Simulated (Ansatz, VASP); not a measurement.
## Be3Se2O in VASP and in Ansatz

```
Be Se O
1.0
     3.31219    0.00000    0.00000
    -1.65609    2.86844    0.00000
     0.00000    0.00000   22.11096
Be Se O
6 4 2
Direct
  0.00000 0.00000 0.25000
  0.00000 0.00000 0.75000
  0.33333 0.66667 0.53151
  0.33333 0.66667 0.96849
  0.66667 0.33333 0.46849
  0.66667 0.33333 0.03151
  0.33333 0.66667 0.42754
  0.33333 0.66667 0.07246
  0.66667 0.33333 0.57246
  0.66667 0.33333 0.92754
  0.33333 0.66667 0.25000
  0.66667 0.33333 0.75000
```

Alike in both runs: functional PBE; k mesh 6 × 6 × 2; occupations gaussian, width 0.1 eV; no spin polarisation.

Ansatz relaxed the structure, and its values are those at the end. VASP's run is a single point on that final structure, the one shown.

|  | VASP | Ansatz |
| --- | --- | --- |
| version | VASP 6.6.1 | Ansatz 0.2.0 |
| potentials or method | VASP PAW PBE potentials, release 64 (Be, Se, O), cutoff 520 eV | scalar-relativistic, plane waves, PAW |
| valence electrons in the cell | 48 | 88 |

Ansatz gave:

```
gap on the k mesh at the Fermi level (eV) : 1.04
least direct gap on the mesh (eV)         : 1.04
pressure (GPa)                            : 0.1
rms of the force components (eV/Å)        : 0.006
```

Problem. Which values does VASP return?

Solution. gap on the k mesh at the Fermi level (eV): 1.04; least direct gap on the mesh (eV): 1.04; pressure (GPa): 0.3; rms of the force components (eV/Å): 0.022.

VASP's potentials hold 48 valence electrons a cell and Ansatz's 88, so a difference there can come from the potentials and not from the codes.
